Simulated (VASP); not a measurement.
Write the native input for VASP 6.6.1 that does the following.

| Property | Result |
| --- | --- |
| Task | single point |
| Functional | PBEsol |
| Potentials or basis | VASP PAW PBE potentials, release 64 (Rb_sv, Br) |
| Cutoff | 520 eV |
| k mesh | 8 × 8 × 8 |
| Occupations | fermi-dirac, width 0.1 eV |
| Spin | no spin polarisation |
| Dipole correction | no |
| Further INCAR settings | ALGO = Normal; EDIFF = 1e-06; NBANDS = 15 |

The structure of RbBr lies in POSCAR:

```
RbBr
1.0
    4.0700890948      0.0000000000      0.0000000000
    0.0000000000      4.0700890948      0.0000000000
    0.0000000000      0.0000000000      4.0700890948
Rb Br
1 1
Direct
    0.0000000000      0.0000000000      0.0000000000
    0.5000000000      0.5000000000      0.5000000000
```

The input as run:

INCAR

```
SYSTEM = RbBr
ALGO = Normal
EDIFF = 1E-6
ENCUT = 520
GGA = PS
ISIF = 2
ISMEAR = -1
LASPH = .True.
LCHARG = .False.
LREAL = .False.
LWAVE = .False.
NBANDS = 15
NELM = 80
PREC = Accurate
SIGMA = 0.1
```

KPOINTS

```
k-points
0
Gamma
  8 8 8
  0 0 0
```

Potentials or basis: VASP PAW PBE potentials, release 64 (Rb_sv, Br).

Run with:

```sh
$ cat potpaw_PBE.64/Rb_sv/POTCAR potpaw_PBE.64/Br/POTCAR > POTCAR
$ mpirun -np 1 vasp_std > vasp.out
```

Results of the run:

The pressure is 0.1 GPa. The band gap on the k mesh is 4.04 eV (least direct gap 4.20 eV).

Caveat: the PAW data sets were made with another functional, which shifts forces and pressure a little.

It took 40 s on 1 thread of Intel Xeon 8259CL (shared host), peak memory 0.19 GiB.
